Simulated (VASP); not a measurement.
# BeZnF4 (F-43m) in VASP: single point with HSE06

Aim: the single point of BeZnF4 with HSE06.

Program: VASP 6.6.1. These are calculated values, not measurements. Logs are shortened: lines on timing, memory, paths and dates and some standing lists are left out, and cuts for length are marked.

### Step 1. The cell of the first run

It takes space group F-43m (No. 216, cubic). The conventional cell has a = 8.028 Å, b = 8.028 Å, c = 8.028 Å, α = 90.00°, β = 90.00°, γ = 90.00°. Within 2.1 Å of Be (site symmetry -43m) lie 4 F at 1.56 Å. Zn (site symmetry -43m) has 4 F at 1.91 Å within 2.5 Å. F (site symmetry 3m) has 1 Be at 1.56 Å and 1 Zn at 1.91 Å within 2.1 Å.

### Step 2. Single point, HSE06

File POSCAR:

```
BeZnF4
1.0
    0.0000000000      4.0138233875      4.0138233875
    4.0138233875      0.0000000000      4.0138233875
    4.0138233875      4.0138233875      0.0000000000
Be Zn F
1 1 4
Direct
    0.7500000000      0.7500000000      0.7500000000
    0.5000000000      0.5000000000      0.5000000000
    0.6376764926      0.6376764926      0.6376764926
    0.6376764926      0.6376764926      0.0869705221
    0.6376764926      0.0869705221      0.6376764926
    0.0869705221      0.6376764926      0.6376764926
```

File INCAR.step1:

```
SYSTEM = BeZnF4
PREC = Accurate
ENCUT = 520
EDIFF = 1E-5
ISMEAR = 0
SIGMA = 0.02
LREAL = .False.
LASPH = .True.
NELM = 100
ALGO = Normal
ISIF = 2
LWAVE = .True.
LCHARG = .False.
NBANDS = 30
GGA = PE
KPAR = 4
```

File INCAR.step2:

```
SYSTEM = BeZnF4
PREC = Accurate
ENCUT = 520
EDIFF = 1E-6
ISMEAR = 0
SIGMA = 0.02
LREAL = .False.
LASPH = .True.
NELM = 100
ALGO = Normal
ISIF = 2
LWAVE = .False.
LCHARG = .False.
GGA = PE
LHFCALC = .True.
HFSCREEN = 0.2079
PRECFOCK = Fast
NBANDS = 30
ISTART = 1
KPAR = 4
```

File KPOINTS:

```
Automatic mesh
0
Gamma
  4 4 4
  0 0 0
```

Potentials or basis: VASP PAW PBE potentials, release 64 (Be, Zn, F).

Launch:

```sh
$ cat potpaw_PBE.64/Be/POTCAR potpaw_PBE.64/Zn/POTCAR potpaw_PBE.64/F/POTCAR > POTCAR
$ cp INCAR.step1 INCAR
$ mpirun -np 4 vasp_std > vasp.out
$ cp INCAR.step2 INCAR
$ mpirun -np 4 vasp_std > vasp.out
```

OUTCAR:

```text
SYSTEM = BeZnF4
   PREC = Accurate
   ENCUT = 520
   EDIFF = 1E-6
   ISMEAR = 0
   LREAL = .False.
   LASPH = .True.
   NELM = 100
   ISIF = 2
   GGA = PE
   LHFCALC = .True.
   HFSCREEN = 0.2079
   PRECFOCK = Fast
   ISTART = 1

 ion  position               nearest neighbor table
   1  0.750  0.750  0.750-   4 1.56   5 1.56   6 1.56   3 1.56
   2  0.500  0.500  0.500-   3 1.91   4 1.91   5 1.91   6 1.91
   3  0.638  0.638  0.638-   1 1.56   2 1.91
   4  0.638  0.638  0.087-   1 1.56   2 1.91
   5  0.638  0.087  0.638-   1 1.56   2 1.91
   6  0.087  0.638  0.638-   1 1.56   2 1.91

  LATTYP: Found a face centered cubic cell.
 ALAT       =     8.0276467750

  Lattice vectors:

 A1 = (   0.0000000000,   4.0138233875,   4.0138233875)
 A2 = (   4.0138233875,   0.0000000000,   4.0138233875)
 A3 = (   4.0138233875,   4.0138233875,   0.0000000000)

Analysis of symmetry for initial positions (statically):
=====================================================================
 Subroutine PRICEL returns:
 Original cell was already a primitive cell.

 Routine SETGRP: Setting up the symmetry group for a
 face centered cubic supercell.

 Subroutine GETGRP returns: Found 24 space group operations
 (whereof 24 operations were pure point group operations)
 out of a pool of 48 trial point group operations.

The static configuration has the point symmetry T_d .

Analysis of symmetry for dynamics (positions and initial velocities):
=====================================================================
 Subroutine PRICEL returns:
 Original cell was already a primitive cell.

 Routine SETGRP: Setting up the symmetry group for a
 face centered cubic supercell.

 Subroutine GETGRP returns: Found 24 space group operations
 (whereof 24 operations were pure point group operations)
 out of a pool of 48 trial point group operations.

The dynamic configuration has the point symmetry T_d .

 Subroutine INISYM returns: Found 24 space group operations
 (whereof 24 operations are pure point group operations),
 and found     1 'primitive' translations

----------------------------------------------------------------------------------------

                                     Primitive cell

[... 87 lines left out ...]
   ISIF   =      2    stress and relaxation
   ISYM   =      3    0-nonsym 1-usesym 2-fastsym
   POTIM  = 0.5000    time-step for ionic-motion
   TEBEG  =    0.0;   TEEND  =   0.0 temperature during run
   PSTRESS=    0.0 pullay stress
   NELECT =      42.0000    total number of electrons
   NUPDOWN=      -1.0000    fix difference up-down
   EMIN   =  10.00;   EMAX   =-10.00  energy-range for DOS
   EFERMI =   0.00;   METHOD = LEGACY
   ISMEAR =     0;   SIGMA  =   0.02  broadening in eV -4-tet -1-fermi 0-gaus
   EFERMI_NEDOS =   21; number of points for ismear=-14 and -15
   IALGO  =     38    algorithm
   IMIX   =      1    mixing-type and parameters
     AMIX     =   0.40;   BMIX     =  1.00
     AMIX_MAG =   1.60;   BMIX_MAG =  1.00
  volume/ion in A,a.u.               =      21.56       145.46
  Fermi-wavevector in a.u.,A,eV,Ry     =   1.125269  2.126450 17.228108  1.266230
  Thomas-Fermi vector in A             =   2.261945
   LORBIT       =      0    0 simple, 1 ext, 2 COOP (PROOUT), +10 PAW based schemes
   GGA     = PE    functional components
   LHFCALC =     T    Hartree Fock is set to
   PRECFOCK=fast      Normal, Fast or Accurate (Low or Medium for compatibility)
   ENCUT4O =  -1.0   cutoff for four orbital integrals eV
   NKREDX  =     1    reduce k-point grid by
   NKREDY  =     1    reduce k-point grid by
   NKREDZ  =     1    reduce k-point grid by
   AEXX    =    0.2500 exact exchange contribution
   HFSCREEN=    0.2079 screening length (either q_TF or 0.3 A-1)
   HFSCREENC=   0.2079 screening length for correlation (either q_TF or 0.3 A-1)
   ENCUTFOCK=  -1.0 apply spherical cutoff to Coloumb kernel
   IVDW    =     0    specifies the selected vdW correction
   LEPSILON=     F    determine dielectric tensor
   LRPA    =     F    only Hartree local field effects (RPA)
 non-spin polarized calculation
 Gauss-broadening in eV      SIGMA  =   0.02
  energy-cutoff  :      520.00
  volume of cell :      129.33
 maximum number of plane-waves:      3511
  NGX = 24; NGY = 24; NGZ = 24

 number of electron      42.0000023 magnetization

 Free energy of the ion-electron system (eV)
  ---------------------------------------------------
  ext. energy  EPLUGINS =         0.00000000
  ---------------------------------------------------
  free energy    TOTEN  =       -35.43944826 eV

  energy without entropy =      -35.43944826  energy(sigma->0) =      -35.43944826

 E-fermi :  -7.1209     XC(G=0):  -5.1772

 val. band max:       -7.3354028767   @ k =  -0.2500   0.2500   0.0000
 cond. band min:       0.8209835473   @ k =   0.0000   0.0000   0.0000
 fundamental gap:      8.1563864240
 Fermi energy:        -7.1209045608

 k-point     1 :       0.0000    0.0000    0.0000
  band No.  band energies     occupation
      1     -29.3444      2.00000
      2     -28.7885      2.00000
      3     -28.7885      2.00000
      4     -28.7885      2.00000
      5     -12.1434      2.00000
      6     -11.4613      2.00000
[... 253 lines left out ...]
     29       9.5816      0.00000
     30      10.7473      0.00000

------------------------ aborting loop because EDIFF is reached ----------------------------------------

  FORCE on cell =-STRESS in cart. coord.  units (eV):
  Direction    XX          YY          ZZ          XY          YZ          ZX
  --------------------------------------------------------------------------------------
  -------------------------------------------------------------------------------------
  Total       -0.9050588     -0.9050588     -0.9050588     -0.0000000      0.0000000      0.0000000
  in kB      -11.2119877    -11.2119877    -11.2119877     -0.0000000      0.0000000      0.0000000
  external PRESSURE =     -11.2119877 kB  Pullay stress =       0.0000000 kB

 VOLUME and BASIS-vectors are now :
 -----------------------------------------------------------------------------
  energy-cutoff  :      520.00
  volume of cell :      129.33
      direct lattice vectors                 reciprocal lattice vectors
     0.000000000  4.013823387  4.013823387    -0.124569507  0.124569507  0.124569507
     4.013823387  0.000000000  4.013823387     0.124569507 -0.124569507  0.124569507
     4.013823387  4.013823387  0.000000000     0.124569507  0.124569507 -0.124569507

 POSITION                                       TOTAL-FORCE (eV/Angst)
 -----------------------------------------------------------------------------------
      6.02074      6.02074      6.02074        -0.000000      0.000000     -0.000000
      4.01382      4.01382      4.01382        -0.000000      0.000000     -0.000000
      5.11904      5.11904      5.11904         0.082329      0.082329      0.082329
      2.90861      2.90861      5.11904        -0.082329     -0.082329      0.082329
      2.90861      5.11904      2.90861        -0.082329      0.082329     -0.082329
      5.11904      2.90861      2.90861         0.082329     -0.082329     -0.082329
 -----------------------------------------------------------------------------------
    total drift:                                0.000072      0.000010      0.000036

  FREE ENERGIE OF THE ION-ELECTRON SYSTEM (eV)
  ---------------------------------------------------
  free  energy   TOTEN  =       -35.4394482592 eV

  energy  without entropy=      -35.4394482592  energy(sigma->0) =      -35.43944826
```

OUTCAR.step1:

```text
SYSTEM = BeZnF4
   PREC = Accurate
   ENCUT = 520
   EDIFF = 1E-5
   ISMEAR = 0
   LREAL = .False.
[... 482 lines left out ...]
      2.90861      2.90861      5.11904        -0.033168     -0.033168      0.033168
      2.90861      5.11904      2.90861        -0.033168      0.033168     -0.033168
      5.11904      2.90861      2.90861         0.033168     -0.033168     -0.033168
 -----------------------------------------------------------------------------------
    total drift:                                0.000003      0.000003      0.000003

  FREE ENERGIE OF THE ION-ELECTRON SYSTEM (eV)
  ---------------------------------------------------
  free  energy   TOTEN  =       -28.4303248156 eV

  energy  without entropy=      -28.4303248156  energy(sigma->0) =      -28.43032482
```

OSZICAR.step1:

```text
N       E                     dE             d eps       ncg     rms          rms(c)
DAV:   1     0.405749281556E+03    0.40575E+03   -0.21003E+04   480   0.139E+03
DAV:   2     0.117374609382E+02   -0.39401E+03   -0.37547E+03   556   0.371E+02
DAV:   3    -0.311110675942E+02   -0.42849E+02   -0.42643E+02   552   0.137E+02
DAV:   4    -0.318207228330E+02   -0.70966E+00   -0.70883E+00   564   0.199E+01
DAV:   5    -0.318278664100E+02   -0.71436E-02   -0.71432E-02   552   0.197E+00    0.124E+01
DAV:   6    -0.284997673878E+02    0.33281E+01   -0.85506E+00   726   0.396E+01    0.652E+00
DAV:   7    -0.284560425472E+02    0.43725E-01   -0.18060E+00   720   0.124E+01    0.435E+00
DAV:   8    -0.284454665550E+02    0.10576E-01   -0.50850E-01   606   0.126E+01    0.869E-01
DAV:   9    -0.284293612588E+02    0.16105E-01   -0.69339E-02   698   0.984E+00    0.271E-01
DAV:  10    -0.284317923975E+02   -0.24311E-02   -0.37556E-02   670   0.462E+00    0.334E-01
DAV:  11    -0.284304547481E+02    0.13376E-02   -0.17281E-02   640   0.426E+00    0.102E-01
DAV:  12    -0.284303682758E+02    0.86472E-04   -0.18981E-03   532   0.514E-01    0.532E-02
DAV:  13    -0.284303276495E+02    0.40626E-04   -0.36729E-04   578   0.161E-01    0.119E-02
DAV:  14    -0.284303248156E+02    0.28339E-05   -0.49920E-05   540   0.520E-02
   1 F= -.28430325E+02 E0= -.28430325E+02  d E =-.121350E-25
```

Wall time 5.9 min (4 MPI ranks of Intel Xeon Platinum 8488C (Sapphire Rapids), shared host); peak memory 0.38 GiB.

What came out:

| Property | Result |
| --- | --- |
| Free energy | -35.4394 eV |
| Pressure | -1.1 GPa |
| Largest force | 0.143 eV/Å |
| Band gap on the k mesh | 8.16 eV (least direct gap 8.21 eV) |

Forces on the atoms (eV/Å):
```
Be   0.000  0.000  0.000
Zn   0.000  0.000  0.000
F    0.082  0.082  0.082
F   -0.082 -0.082  0.082
F   -0.082  0.082 -0.082
F    0.082 -0.082 -0.082
```

Caveat: the PAW data sets were made with another functional, which shifts forces and pressure a little. A k mesh can miss the band edges.
